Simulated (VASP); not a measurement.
# Pd (Pm-3m) in VASP: further runs

Pd is run at these levels: RPBE; tasks: single point, relaxation of cell and atoms.

Everything below comes from runs of VASP 6.6.1. Logs are shortened: lines on timing, memory, paths and dates and some standing lists are left out, and cuts for length are marked.

## 1. The cell of the first run

The structure is cubic, space group Pm-3m (No. 221). Conventional cell: a = 2.678 Å, b = 2.678 Å, c = 2.678 Å, α = 90.00°, β = 90.00°, γ = 90.00°. Within 3.5 Å of Pd (site symmetry m-3m) lie 6 Pd at 2.68 Å.

## 2. Single point, RPBE, collinear spin, ferromagnetic start (volume scaled by 1.04)

INCAR

```
SYSTEM = Pd
ALGO = Normal
EDIFF = 1E-6
ENCUT = 520
GGA = RP
ISIF = 2
ISMEAR = -1
ISPIN = 2
LASPH = .TRUE.
LCHARG = .FALSE.
LMAXMIX = 4
LORBIT = 11
LREAL = .FALSE.
LWAVE = .FALSE.
MAGMOM = 0.5
NBANDS = 15
NELM = 150
PREC = Accurate
SIGMA = 0.05
```

KPOINTS

```
k-points
0
G
  13 13 13
  0 0 0
```

POSCAR

```
Pd
1.0
    2.6782738960      0.0000000000      0.0000000000
    0.0000000000      2.6782738960      0.0000000000
    0.0000000000      0.0000000000      2.6782738960
Pd
1
Direct
    0.0000000000      0.0000000000      0.0000000000
```

Potentials or basis: VASP PAW PBE potentials, release 64 (Pd).

Started as:

```bash
> cat potpaw_PBE.64/Pd/POTCAR > POTCAR
> mpirun -np 1 vasp_std > vasp.out
```

OUTCAR:

```text
SYSTEM = Pd
   EDIFF = 1E-6
   ENCUT = 520
   GGA = RP
   ISIF = 2
   ISMEAR = -1
   ISPIN = 2
   LASPH = .TRUE.
   LORBIT = 11
   LREAL = .FALSE.
   NELM = 150
   PREC = Accurate

 ion  position               nearest neighbor table
   1  0.000  0.000  0.000-

  LATTYP: Found a simple cubic cell.
 ALAT       =     2.6782738960

  Lattice vectors:

 A1 = (   2.6782738960,   0.0000000000,   0.0000000000)
 A2 = (   0.0000000000,   2.6782738960,   0.0000000000)
 A3 = (   0.0000000000,   0.0000000000,   2.6782738960)

Analysis of symmetry for initial positions (statically):
=====================================================================
 Subroutine PRICEL returns:
 Original cell was already a primitive cell.

 Routine SETGRP: Setting up the symmetry group for a
 simple cubic supercell.

 Subroutine GETGRP returns: Found 48 space group operations
 (whereof 48 operations were pure point group operations)
 out of a pool of 48 trial point group operations.

The static configuration has the point symmetry O_h .

Analysis of symmetry for dynamics (positions and initial velocities):
=====================================================================
 Subroutine PRICEL returns:
 Original cell was already a primitive cell.

 Routine SETGRP: Setting up the symmetry group for a
 simple cubic supercell.

 Subroutine GETGRP returns: Found 48 space group operations
 (whereof 48 operations were pure point group operations)
 out of a pool of 48 trial point group operations.

The dynamic configuration has the point symmetry O_h .

Analysis of structural, dynamic, and magnetic symmetry:
=====================================================================
 Subroutine PRICEL returns:
 Original cell was already a primitive cell.

 Routine SETGRP: Setting up the symmetry group for a
 simple cubic supercell.

 Subroutine GETGRP returns: Found 48 space group operations
 (whereof 48 operations were pure point group operations)
 out of a pool of 48 trial point group operations.

The overall configuration has the point symmetry O_h .

 Subroutine INISYM returns: Found 48 space group operations
 (whereof 48 operations are pure point group operations),
 and found     1 'primitive' translations

----------------------------------------------------------------------------------------

                                     Primitive cell

  volume of cell :      19.2117

  direct lattice vectors                    reciprocal lattice vectors
     2.678273896  0.000000000  0.000000000     0.373374807  0.000000000  0.000000000
     0.000000000  2.678273896  0.000000000     0.000000000  0.373374807  0.000000000
     0.000000000  0.000000000  2.678273896     0.000000000  0.000000000  0.373374807

  length of vectors
     2.678273896  2.678273896  2.678273896     0.373374807  0.373374807  0.373374807

  position of ions in fractional coordinates (direct lattice)
     0.000000000  0.000000000  0.000000000

  ion indices of the primitive-cell ions
   primitive index   ion index
                 1           1

----------------------------------------------------------------------------------------

 KPOINTS: k-points

Automatic generation of k-mesh.
 Grid dimensions read from file:
 generate k-points for:   13   13   13

 Generating k-lattice:

  Cartesian coordinates                     Fractional coordinates (reciprocal lattice)
     0.028721139  0.000000000  0.000000000     0.076923077  0.000000000  0.000000000
     0.000000000  0.028721139  0.000000000     0.000000000  0.076923077  0.000000000
     0.000000000  0.000000000  0.028721139     0.000000000  0.000000000  0.076923077

  Length of vectors
     0.028721139  0.028721139  0.028721139

  Shift w.r.t. Gamma in fractional coordinates (k-lattice)
     0.000000000  0.000000000  0.000000000

 Subroutine IBZKPT returns following result:
 ===========================================

 Found     84 irreducible k-points:

 Following reciprocal coordinates:
            Coordinates               Weight
  0.000000  0.000000  0.000000      1.000000
  0.076923  0.000000  0.000000      6.000000
  0.153846  0.000000  0.000000      6.000000
  0.230769  0.000000  0.000000      6.000000
  0.307692  0.000000  0.000000      6.000000
  0.384615  0.000000  0.000000      6.000000
[... 16 lines left out ...]
  0.307692  0.307692  0.000000     12.000000
  0.384615  0.307692  0.000000     24.000000
 [... further k-points ...]
   k-points           NKPTS =     84   k-points in BZ     NKDIM =     84   number of bands    NBANDS=     15
   number of dos      NEDOS =    301   number of ions     NIONS =      1
   total plane-waves  NPLWV =   8000
   dimension x,y,z NGX =    20 NGY =   20 NGZ =   20
   dimension x,y,z NGXF=    40 NGYF=   40 NGZF=   40
   ions per type =               1
   NGX,Y,Z   is equivalent  to a cutoff of  12.41, 12.41, 12.41 a.u.
   NGXF,Y,Z  is equivalent  to a cutoff of  24.83, 24.83, 24.83 a.u.
 SYSTEM =  Pd
   PREC   = accura    normal or accurate (medium, high low for compatibility)
   ISTART =      0    job   : 0-new  1-cont  2-samecut
   ICHARG =      2    charge: 1-file 2-atom 10-const
   ISPIN  =      2    spin polarized calculation?
   LNONCOLLINEAR =      F non collinear calculations
   LSORBIT =      F    spin-orbit coupling
   LASPH  =      T    aspherical Exc in radial PAW
   ENCUT  =  520.0 eV  38.22 Ry    6.18 a.u.   4.98  4.98  4.98*2*pi/ulx,y,z
   NELM   =    150;   NELMIN=  2; NELMDL= -5     # of ELM steps
   EDIFF  = 0.1E-05   stopping-criterion for ELM
   LREAL  =      F    real-space projection
   EDIFFG = 0.1E-04   stopping-criterion for IOM
   NSW    =      0    number of steps for IOM
   IBRION =     -1    ionic relax: 0-MD 1-quasi-New 2-CG
   NFREE  =      0    steps in history (QN), initial steepest desc. (CG)
   ISIF   =      2    stress and relaxation
   ISYM   =      2    0-nonsym 1-usesym 2-fastsym
   POTIM  = 0.5000    time-step for ionic-motion
   TEBEG  =    0.0;   TEEND  =   0.0 temperature during run
   PSTRESS=    0.0 pullay stress
   NELECT =      10.0000    total number of electrons
   NUPDOWN=      -1.0000    fix difference up-down
   EMIN   =  10.00;   EMAX   =-10.00  energy-range for DOS
   EFERMI =   0.00;   METHOD = LEGACY
   ISMEAR =    -1;   SIGMA  =   0.05  broadening in eV -4-tet -1-fermi 0-gaus
   EFERMI_NEDOS =   21; number of points for ismear=-14 and -15
   IALGO  =     38    algorithm
   IMIX   =      4    mixing-type and parameters
     AMIX     =   0.40;   BMIX     =  1.00
     AMIX_MAG =   1.60;   BMIX_MAG =  1.00
  volume/ion in A,a.u.               =      19.21       129.65
  Fermi-wavevector in a.u.,A,eV,Ry     =   1.316901  2.488582 23.595613  1.734229
  Thomas-Fermi vector in A             =   2.446980
   LORBIT       =     11    0 simple, 1 ext, 2 COOP (PROOUT), +10 PAW based schemes
   GGA     = RP    functional components
   LHFCALC =     F    Hartree Fock is set to
   AEXX    =    0.0000 exact exchange contribution
   IVDW    =     0    specifies the selected vdW correction
   LEPSILON=     F    determine dielectric tensor
   LRPA    =     F    only Hartree local field effects (RPA)
 spin polarized calculation
  energy-cutoff  :      520.00
  volume of cell :       19.21
 maximum number of plane-waves:       526
 NGX is ok and might be reduce to    20
   NGX =  9   NGY =  9   NGZ =  9

 number of electron      10.0000000 magnetization       0.5000000

 number of electron       9.9999992 magnetization      -0.0042627

 number of electron       9.9999992 magnetization       0.0004542

 Free energy of the ion-electron system (eV)
  ---------------------------------------------------
  ext. energy  EPLUGINS =         0.00000000
  ---------------------------------------------------
  free energy    TOTEN  =        -4.15903176 eV

  energy without entropy =       -4.14591539  energy(sigma->0) =       -4.15247357

 E-fermi :   6.3001     XC(G=0): -11.3383

 val. band max:        6.2999510559   @ k =   0.3846   0.3846   0.2308
 cond. band min:       6.3005254313   @ k =   0.3846   0.0769   0.0000
 fundamental gap:      0.0005743754
 Fermi energy:         6.3001446660

 spin component 1

 k-point     1 :       0.0000    0.0000    0.0000
  band No.  band energies     occupation
      1       0.9108      1.00000
      2       2.3122      1.00000
      3       2.3122      1.00000
      4       6.2700      0.64619
      5       6.2700      0.64619
      6       6.2700      0.64619
      7      22.2479      0.00000
      8      22.2479      0.00000
      9      22.2479      0.00000
     10      28.0863      0.00000
     11      28.0863      0.00000
     12      28.2543      0.00000
     13      33.6884      0.00000
     14      35.5325      0.00000
     15      35.5325      0.00000
[... 397 lines left out ...]
 k-point    24 :       0.3846    0.3077    0.0000
  band No.  band energies     occupation
      1       2.8894      1.00000
      2       3.0612      1.00000
      3       5.2428      1.00000
      4       5.2893      1.00000
      5       5.5225      1.00000
      6       8.0011      0.00000
      7      13.6311      0.00000
      8      18.4287      0.00000
      9      22.7339      0.00000
     10      27.7701      0.00000
     11      29.7039      0.00000
     12      30.9883      0.00000
     13      33.6178      0.00000
     14      33.6189      0.00000
     15      36.9399      0.00000

 [... further k-points ...]

 spin component 2

 k-point     1 :       0.0000    0.0000    0.0000
  band No.  band energies     occupation
      1       0.9107      1.00000
      2       2.3124      1.00000
      3       2.3124      1.00000
      4       6.2706      0.64335
      5       6.2706      0.64335
      6       6.2706      0.64335
      7      22.2480      0.00000
      8      22.2480      0.00000
      9      22.2480      0.00000
     10      28.0862      0.00000
     11      28.0862      0.00000
     12      28.2540      0.00000
     13      33.6888      0.00000
     14      35.5326      0.00000
     15      35.5326      0.00000
[... 397 lines left out ...]
 k-point    24 :       0.3846    0.3077    0.0000
  band No.  band energies     occupation
      1       2.8897      1.00000
      2       3.0614      1.00000
      3       5.2434      1.00000
      4       5.2894      1.00000
      5       5.5231      1.00000
      6       8.0012      0.00000
      7      13.6312      0.00000
      8      18.4287      0.00000
      9      22.7339      0.00000
     10      27.7699      0.00000
     11      29.7040      0.00000
     12      30.9883      0.00000
     13      33.6180      0.00000
     14      33.6194      0.00000
     15      36.9397      0.00000

 [... further k-points ...]

------------------------ aborting loop because EDIFF is reached ----------------------------------------

  FORCE on cell =-STRESS in cart. coord.  units (eV):
  Direction    XX          YY          ZZ          XY          YZ          ZX
  --------------------------------------------------------------------------------------
  -------------------------------------------------------------------------------------
  Total       -0.4815870     -0.4815870     -0.4815870     -0.0000000      0.0000000     -0.0000000
  in kB      -40.1624654    -40.1624654    -40.1624654     -0.0000000      0.0000000     -0.0000000
  external PRESSURE =     -40.1624654 kB  Pullay stress =       0.0000000 kB

 VOLUME and BASIS-vectors are now :
 -----------------------------------------------------------------------------
  energy-cutoff  :      520.00
  volume of cell :       19.21
      direct lattice vectors                 reciprocal lattice vectors
     2.678273896  0.000000000  0.000000000     0.373374807  0.000000000  0.000000000
     0.000000000  2.678273896  0.000000000     0.000000000  0.373374807  0.000000000
     0.000000000  0.000000000  2.678273896     0.000000000  0.000000000  0.373374807

 POSITION                                       TOTAL-FORCE (eV/Angst)
 -----------------------------------------------------------------------------------
      0.00000      0.00000      0.00000         0.000000      0.000000      0.000000
 -----------------------------------------------------------------------------------
    total drift:                                0.000000      0.000000      0.000000

  FREE ENERGIE OF THE ION-ELECTRON SYSTEM (eV)
  ---------------------------------------------------
  free  energy   TOTEN  =        -4.1590317563 eV

  energy  without entropy=       -4.1459153897  energy(sigma->0) =       -4.15247357

 total charge

# of ion       s       p       d       tot
------------------------------------------
    1        0.454   0.278   8.509   9.241

 magnetization (x)

# of ion       s       p       d       tot
------------------------------------------
    1        0.000  -0.000   0.000   0.000
```

Wall time 34 s (1 thread of Intel Xeon 6975P-C, shared host); peak memory 0.15 GiB.

What came out:

```yaml
Free_energy: -4.1590 eV
Pressure: -4.0 GPa
Band_gap_on_the_k_mesh: zero (filled and empty bands overlap)
Net_moment: 0.00 μB per cell
Valence_electrons_inside_the_program's_atomic_spheres: Pd 9.24
```

Caveat: the PAW data sets were made with another functional, which shifts forces and pressure a little.

[end of part 1 of 2]
